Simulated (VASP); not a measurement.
# H2CO2 in VASP: further runs, part 3 of 3

VASP 6.6.1.

### 6 Single point, PBEsol

File INCAR:

```
SYSTEM = H2CO2
PREC     = Accurate       ! precision mode
ENCUT    = 520            ! plane-wave cutoff, eV
EDIFF    = 1E-6           ! SCF threshold, eV
ISMEAR   = -1             ! smearing method
SIGMA    = 0.05           ! smearing width, eV
LREAL    = Auto         
LASPH    = .True.         ! aspherical terms in the spheres
NELM     = 100            ! most SCF steps
ALGO     = Normal         ! electronic algorithm
ISIF     = 2              ! what is computed and relaxed
LWAVE    = .False.        ! write WAVECAR
LCHARG   = .False.        ! write CHGCAR
GGA      = PS             ! functional
NBANDS   = 98             ! bands
```

File KPOINTS:

```
regular mesh
0
Gamma
  1 1 1
  0 0 0
```

File POSCAR:

```
H2CO2
1.0
    7.6834750000      0.0000000000      0.0000000000
    0.0000000000      7.6834750000      0.0000000000
    0.0000000000      0.0000000000      7.6834750000
O C H
16 8 16
Direct
    0.9056058619      0.8853676234      0.9190633145
    1.1546077784      0.9769277573      0.7797513495
    0.7043167317      0.9269894156      0.5349142152
    0.7946794907      1.2008238460      0.6059758117
    0.1500883389      0.3058772235      0.0440165420
    0.2608585308      0.5683235775      0.0099564325
    0.1838881496      0.7615824871      0.5362807844
   -0.0056484859      0.9166295198      0.3820406782
    0.2311974725      0.4203046148      0.5833037786
    0.0928616284      0.4417272133      0.3280026290
    0.4793794475      0.1778101705      0.2128203710
    0.7210929950      0.2060786298      0.0414135531
    0.6322790144      0.4357533538      0.7601768731
    0.8641272341      0.6157370200      0.7424895636
    0.4534536782      0.8421840378      0.0452659767
    0.6221403727      0.6603262196      0.2094755303
    1.0545098409      0.9690927608      0.9053846079
    0.6939698509      1.0779237259      0.6143183911
    0.2602468284      0.4110249594     -0.0235960942
    0.1135163451      0.8059504326      0.3910860646
    0.1670598264      0.3551908479      0.4449549195
    0.6425608205      0.2413230992      0.1719404306
    0.7060477193      0.5843710040      0.7614783675
    0.5908394314      0.8013301273      0.1405744146
    0.9005560635      0.7659424935      0.8322276053
    1.0773120235      1.0530912120      1.0241589906
    0.8173775538      0.9299047631      0.4699305978
    0.5702107445      1.0979276955      0.6872150947
    0.0952433632      0.3636375468      0.1536284038
    0.3601365268      0.3391304065     -0.0966880220
    0.1550990925      0.8471427316      0.6424697159
    0.1682441864      0.7426587579      0.2768278676
    0.2228939380      0.5518857028      0.5781368456
    0.1768210348      0.2127813262      0.4347902479
    0.4438616642      0.0808748646      0.1286657404
    0.6808247570      0.3279896141      0.2846238193
    0.7218869066      0.3376857477      0.7023254452
    0.6185872929      0.6990196493      0.7881069438
    0.3811556620      0.7332879979      0.0197566856
    0.6847162254      0.9028597087      0.1616195797
```

Potentials or basis: VASP PAW PBE potentials, release 64 (O, C, H).

The run is started by

```bash
> cat potpaw_PBE.64/O/POTCAR potpaw_PBE.64/C/POTCAR potpaw_PBE.64/H/POTCAR > POTCAR
> mpirun -np 1 vasp_gam > vasp.out
```

It took 76 s on 1 thread of Intel Xeon Platinum 8488C (Sapphire Rapids), shared host; peak memory 0.52 GiB.

The run converged. Its results:

| Quantity | Value |
| --- | --- |
| Free energy | -247.4867 eV |
| Pressure | 0.8 GPa |
| Largest force | 2.425 eV/Å |
| Band gap on the k mesh | 4.19 eV |

Forces on the atoms (eV/Å):
```
O    1.290 -1.089 -0.885
O    0.389 -0.780 -0.553
O   -0.435  1.046  0.764
O    1.235  0.723 -0.224
O   -0.873 -0.846  0.338
O    0.205  0.516 -0.428
O    0.977 -0.590  1.296
O    0.848 -0.569 -0.510
O    0.817  0.643  1.272
O    0.316 -0.358  0.861
O    0.416 -0.616 -0.660
O    0.475 -0.033 -0.409
O    0.519 -0.791 -0.908
O    0.426 -0.360  0.012
O   -0.147  0.373 -0.332
O   -0.604  0.087 -0.635
C   -1.516  0.787  1.558
C   -2.209 -0.657  0.289
C    0.790  0.435  0.335
C   -1.652  1.467 -0.531
C   -1.378 -0.223 -1.983
C   -1.481  0.120  1.359
C   -0.330  1.507  0.629
C    0.687 -1.699  1.281
H   -0.321  0.855  0.123
H    0.038 -0.448 -0.771
H    1.099 -0.533 -0.490
H    0.105 -0.492  0.058
H   -0.157  0.138  0.185
H    0.173  0.392 -0.642
H   -0.155  0.311  0.096
H    0.099 -0.286 -0.430
H   -0.117  0.038 -0.051
H    0.107 -0.191  0.117
H    0.415  0.888  0.474
H    0.173 -0.227 -0.731
H   -0.433  0.151  0.312
H    0.023 -0.554 -0.030
H   -0.184 -0.350  0.106
H    0.366  1.216 -0.260
```

Stress tensor (GPa, compression positive):
```
 0.86  0.76 -0.47
 0.76  0.41 -0.41
-0.47 -0.41  1.06
```

Levels at points of the mesh, in eV from the valence-band top:
```csv
k point,band 69,band 70,band 71,band 72,band 73,band 74,band 75,band 76
"(0.00, 0.00, 0.00)",-0.70,-0.67,-0.59,0.00,4.19,4.26,4.44,4.52
```

Caveat: the k points lie up to 0.82 Å⁻¹ apart; the atoms stand as in a frame of molecular dynamics; the PAW data sets were made with another functional, which shifts forces and pressure a little.

### 7 Single point, PBEsol

File INCAR:

```
PREC = Accurate
ENCUT = 520
EDIFF = 1E-7
ISMEAR = -1
SIGMA = 0.05
LREAL = Auto
LASPH = True
NELM = 100
ALGO = Normal
ISIF = 2
LWAVE = False
LCHARG = True
GGA = PS
LELF = True
LVHAR = True
NBANDS = 98
```

File KPOINTS:

```
Automatic mesh
0
Gamma
  1 1 1
```

File POSCAR:

```
H2CO2
1.0
    7.6834750000      0.0000000000      0.0000000000
    0.0000000000      7.6834750000      0.0000000000
    0.0000000000      0.0000000000      7.6834750000
O C H
16 8 16
Direct
    0.9164082658      0.8852114440      0.8710902294
    1.1829282974      0.9634052301      0.7675563466
    0.7424635338      0.9425292592      0.5778375019
    0.7652657164      1.2245761195      0.6443959276
    0.1941048809      0.3152089387      0.0357390373
    0.2405422026      0.6034378976     -0.0067026964
    0.1457934073      0.7487237220      0.5406798356
    0.0014186289      0.9441561273      0.3795027640
    0.2121045490      0.4284779999      0.5819111795
    0.0700464308      0.3918669612      0.3327660987
    0.5162507850      0.2098139188      0.2165556600
    0.7376089595      0.1750249724      0.0186374004
    0.5947178848      0.4889194017      0.7032755361
    0.8627476500      0.5921018810      0.7687927663
    0.4908195836      0.8265140448      0.0761244099
    0.5954857665      0.5951213481      0.2304556207
    1.0592212508      0.9706675690      0.8767907750
    0.6758009885      1.0934895994      0.6282704115
    0.2632272507      0.4470503255     -0.0437171983
    0.0832435844      0.8037378920      0.3962269676
    0.1466003338      0.3320502767      0.4644122614
    0.6752153160      0.2434185053      0.1474332903
    0.6997484862      0.6068087682      0.7447151191
    0.5933513156      0.7482291541      0.1911244587
    0.9015972591      0.7587712591      0.8023452930
    1.0578286517      1.0766612763      0.9789971335
    0.8603008404      0.9592404478      0.5136477961
    0.5309706871      1.0973810678      0.6477928281
    0.1310604902      0.3540064879      0.1440233748
    0.3571561045      0.4046996964     -0.1417067147
    0.1715239524      0.8585568379      0.6628120740
    0.1081281582      0.7215224882      0.2827626822
    0.1963304364      0.5578725772      0.5513651050
    0.1580014251      0.1903305471      0.4834401101
    0.4749934112      0.1069958580      0.1584048884
    0.7381816170      0.3443624141      0.2337614165
    0.6628120740      0.3674509255      0.6701134578
    0.6445911518      0.7426327280      0.7671008235
    0.4092939718      0.7356957627      0.0203683880
    0.6803041593      0.8350518483      0.2643985957
```

Potentials or basis: VASP PAW PBE potentials, release 64 (O, C, H).

The run is started by

```bash
> cat potpaw_PBE.64/O/POTCAR potpaw_PBE.64/C/POTCAR potpaw_PBE.64/H/POTCAR > POTCAR
> mpirun -np 1 vasp_gam > vasp.out
```

OUTCAR:

```text
PREC = Accurate
   ENCUT = 520
   EDIFF = 1E-7
   ISMEAR = -1
   LREAL = Auto
   LASPH = True
   NELM = 100
   ISIF = 2
   GGA = PS

 ion  position               nearest neighbor table
   1  0.916  0.885  0.871-  25 1.11  17 1.28
   2  0.183  0.963  0.768-  31 1.14  17 1.27
   3  0.742  0.943  0.578-  27 1.04  18 1.33
   4  0.765  0.225  0.644-  18 1.23  37 1.37
   5  0.194  0.315  0.036-  29 1.01  19 1.30
[... 371 lines left out ...]
  -------------------------------------------------------------------------------------
  Total       -0.0541487      4.2408506      2.5611552      4.1663829      0.8412107      0.9879740
  in kB       -0.1912605     14.9792653      9.0463508     14.7162350      2.9712714      3.4896596
  external PRESSURE =       7.9447852 kB  Pullay stress =       0.0000000 kB

 VOLUME and BASIS-vectors are now :
 -----------------------------------------------------------------------------
  energy-cutoff  :      520.00
  volume of cell :      453.60
      direct lattice vectors                 reciprocal lattice vectors
     7.683475000  0.000000000  0.000000000     0.130149444  0.000000000  0.000000000
     0.000000000  7.683475000  0.000000000     0.000000000  0.130149444  0.000000000
     0.000000000  0.000000000  7.683475000     0.000000000  0.000000000  0.130149444

 POSITION                                       TOTAL-FORCE (eV/Angst)
 -----------------------------------------------------------------------------------
      7.04120      6.80150      6.69300         0.787316      0.038472      0.458777
      1.40552      7.40230      5.89750         0.567784     -0.146091      0.363347
      5.70470      7.24190      4.43980        -1.301651      0.935504      0.114782
      5.87990      1.72552      4.95120         0.106550      0.760175     -0.298274
      1.49140      2.42190      0.27460        -0.168792     -0.200659     -0.254953
      1.84820      4.63650      7.63197         0.092669     -0.575596     -0.086028
[... 32 lines left out ...]
      3.14480      5.65270      0.15650        -0.130076      0.180876      0.306030
      5.22710      6.41610      2.03150         0.104060      0.769870     -0.274378
 -----------------------------------------------------------------------------------
    total drift:                                0.012381     -0.020165      0.005934

  FREE ENERGIE OF THE ION-ELECTRON SYSTEM (eV)
  ---------------------------------------------------
  free  energy   TOTEN  =      -247.5719226878 eV

  energy  without entropy=     -247.5719226877  energy(sigma->0) =     -247.57192269
```

OSZICAR:

```text
N       E                     dE             d eps       ncg     rms          rms(c)
DAV:   1     0.122603348047E+04    0.12260E+04   -0.83794E+04   196   0.141E+03
DAV:   2    -0.147878347221E+03   -0.13739E+04   -0.13043E+04   238   0.343E+02
DAV:   3    -0.260697034396E+03   -0.11282E+03   -0.11150E+03   248   0.104E+02
[... 11 lines left out ...]
DAV:  15    -0.247571916693E+03   -0.12994E-04   -0.31117E-05   224   0.292E-02    0.680E-03
DAV:  16    -0.247571921677E+03   -0.49840E-05   -0.94453E-06   216   0.144E-02    0.404E-03
DAV:  17    -0.247571922400E+03   -0.72285E-06   -0.22407E-06   232   0.638E-03    0.211E-03
DAV:  18    -0.247571922654E+03   -0.25427E-06   -0.59456E-07   216   0.296E-03    0.772E-04
DAV:  19    -0.247571922688E+03   -0.33639E-07   -0.61697E-08   152   0.118E-03
   1 F= -.24757192E+03 E0= -.24757192E+03  d E =-.109100E-09
```

Wall time 95 s (1 thread of Intel Xeon Platinum 8488C (Sapphire Rapids), shared host); peak memory 0.48 GiB.

Results:

```
Free energy            : -247.5719 eV
Pressure               : 0.8 GPa
Largest force          : 2.752 eV/Å
Band gap on the k mesh : 4.17 eV
```

Forces on the atoms (eV/Å):
```
O    0.787  0.038  0.459
O    0.568 -0.146  0.363
O   -1.302  0.936  0.115
O    0.107  0.760 -0.298
O   -0.169 -0.201 -0.255
O    0.093 -0.576 -0.086
O    0.529 -0.419  0.318
O   -0.100 -0.266  0.086
O    0.834  0.191  1.176
O    0.427 -0.299  0.573
O    0.827  0.417  0.327
O   -0.412  0.183  0.406
O   -0.793 -1.259 -0.632
O   -0.995  0.253 -0.530
O   -0.220 -0.240 -0.346
O   -0.367 -0.562 -0.438
C   -1.415  0.832  0.197
C   -0.066 -1.250 -0.601
C    0.614  0.937  0.255
C   -0.152  0.766 -0.312
C   -1.227 -0.156 -2.099
C    0.430  0.669  0.769
C    1.442  2.103  1.033
C    0.293  0.021  0.823
H    0.494 -0.532  0.198
H    0.393 -0.636 -0.613
H    0.441  0.070 -0.082
H    0.512 -0.377  0.127
H   -0.548  0.009  0.768
H    0.106  0.059 -0.496
H   -0.569  0.133  0.061
H    0.031 -0.344 -0.416
H   -0.193  0.317  0.150
H    0.088 -0.082  0.176
H   -0.719 -1.098 -0.803
H   -0.001 -0.393 -0.615
H    0.339  0.192  0.430
H   -0.081 -1.002 -0.221
H   -0.130  0.181  0.306
H    0.104  0.770 -0.274
```

Levels at points of the mesh, in eV from the valence-band top:
```csv
k point,band 69,band 70,band 71,band 72,band 73,band 74,band 75,band 76
"(0.00, 0.00, 0.00)",-0.51,-0.25,-0.13,0.00,4.17,4.30,4.63,4.81
```

Caveat: the k points lie up to 0.82 Å⁻¹ apart; the atoms stand as in a frame of molecular dynamics; the PAW data sets were made with another functional, which shifts forces and pressure a little.

### 8 The runs side by side

```tsv
cell	gap on the mesh (eV)	pressure (GPa)	largest force (eV/Å)
as given, atomic positions A	3.96	0.6	2.36
as given, atomic positions B	4.02	0.8	3.19
as given, atomic positions C	3.92	-0.1	3.83
as given, atomic positions D	3.99	-0.3	3.98
as given, atomic positions E	4.19	0.8	2.42
as given, atomic positions F	4.17	0.8	2.75
```

Alike in all rows: task single point; level PBEsol; potentials or basis VASP PAW PBE potentials, release 64 (O, C, H); no spin polarisation; k mesh 1 × 1 × 1; cutoff (eV) 520; smearing fermi-dirac 0.05 eV.

Caveats: all runs use coarse meshes; the PAW data sets were made with another functional, which shifts forces and pressure a little; the atoms stand as in a frame of molecular dynamics (at least some runs).

Total energies depend on the potentials used, so only differences within one code and one set of settings carry meaning.
